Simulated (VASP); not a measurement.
ZnSe, 2 atoms in the cell. It takes space group F-43m (No. 216, cubic). Conventional cell: a = 5.174 Å, b = 5.174 Å, c = 5.174 Å, α = 90.00°, β = 90.00°, γ = 90.00°. Within 3.0 Å of Zn (site symmetry -43m) lie 4 Se at 2.24 Å. Within 3.0 Å of Se (site symmetry -43m) lie 4 Zn at 2.24 Å. 

- Program: VASP 6.6.1
- Task: elastic constants
- Functional: PBE
- Potentials or basis: VASP PAW PBE potentials, release 64 (Zn, Se)
- Cutoff: 600 eV
- k mesh: 10 × 10 × 10
- Occupations: gaussian, width 0.01 eV
- Spin: no spin polarisation
- Dipole correction: no
- Ions in elastic constants: relaxed
- Further INCAR settings: ALGO = Normal; EDIFF = 1e-08; NBANDS = 16; IBRION = 6; POTIM = 0.015; NSW = 1; ISIF = 3

Potentials or basis: VASP PAW PBE potentials, release 64 (Zn, Se).

Command:

```sh
$ cat potpaw_PBE.64/Zn/POTCAR potpaw_PBE.64/Se/POTCAR > POTCAR
$ mpirun -np 1 vasp_std > vasp.out
```

Hardware: 1 thread of Intel(R) Xeon(R) 6975P-C (Granite Rapids), on a shared host.

**Question.** How long does it take, and how much memory?

**Answer.** Wall time 12 min on 1 thread of Intel(R) Xeon(R) 6975P-C (Granite Rapids), on a shared host, peak memory 0.45 GiB. Counts: scf iterations 175, k points 47.
